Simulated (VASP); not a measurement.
Input of a VASP 6.6.1 run:

The input INCAR:

```
SYSTEM = Mn3H
ALGO = Normal
EDIFF = 1E-6
EDIFFG = -0.04
ENCUT = 600
GGA = PE
IBRION = 2
ISIF = 3
ISMEAR = 0
ISPIN = 2
LASPH = .TRUE.
LCHARG = .FALSE.
LMAXMIX = 4
LORBIT = 11
LREAL = .FALSE.
LWAVE = .FALSE.
MAGMOM = 1.19 1.19 1.19 0
NELM = 150
NSW = 90
PREC = Accurate
SIGMA = 0.1
```

KPOINTS

```
k-points
0
G
  6 6 6
  0 0 0
```

File POSCAR:

```
Mn3H
1.0
    3.5336110931      0.0000000000      0.0000000000
    0.0000000000      3.5336110931      0.0000000000
    0.0000000000      0.0000000000      3.5336110931
Mn H
3 1
Direct
    0.0000000000      0.5000000000      0.5000000000
    0.5000000000      0.0000000000      0.5000000000
    0.5000000000      0.5000000000      0.0000000000
    0.0000000000      0.0000000000      0.0000000000
```

Potentials or basis: VASP PAW PBE potentials, release 64 (Mn_pv, H).

Run with:

```console
$ cat potpaw_PBE.64/Mn_pv/POTCAR potpaw_PBE.64/H/POTCAR > POTCAR
$ mpirun -np 1 vasp_std > vasp.out
```

(1) Predict the relaxed cell.

(2) What does it give for the space group after relaxing (to 0.1 Å)?

(3) Predict the relaxed volume.

## Answers

(1) a = 3.373 Å, b = 3.373 Å, c = 3.373 Å, α = 90.00°, β = 90.00°, γ = 90.00°.

(2) Pm-3m (No. 221).

(3) 9.59 Å³/atom.
